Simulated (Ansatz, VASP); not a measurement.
# Ga in VASP and in Ansatz

```
Ga
1.0
     0.00000    2.07707    2.07707
     2.07707    0.00000    2.07707
     2.07707    2.07707    0.00000
Ga
1
Direct
  0.00000 0.00000 0.00000
```

Alike in both runs: task single point; functional r2SCAN; k mesh 13 × 13 × 13; occupations fermi-dirac, width 0.1 eV; non-collinear spin, spin-orbit coupling.

```csv
,VASP,Ansatz
version,VASP 6.6.1,Ansatz 0.2.0
potentials or method,"VASP PAW PBE potentials, release 64 (Ga_d), cutoff 520 eV","plane waves (500 eV) with PAW, fully relativistic with spin-orbit coupling"
valence electrons in the cell,13,13
```

```csv
,VASP,Ansatz,Ansatz less VASP
net moment per atom (μB),0.00,0.00,0.000
```

VASP's potentials were made for PBE, not for r2SCAN.
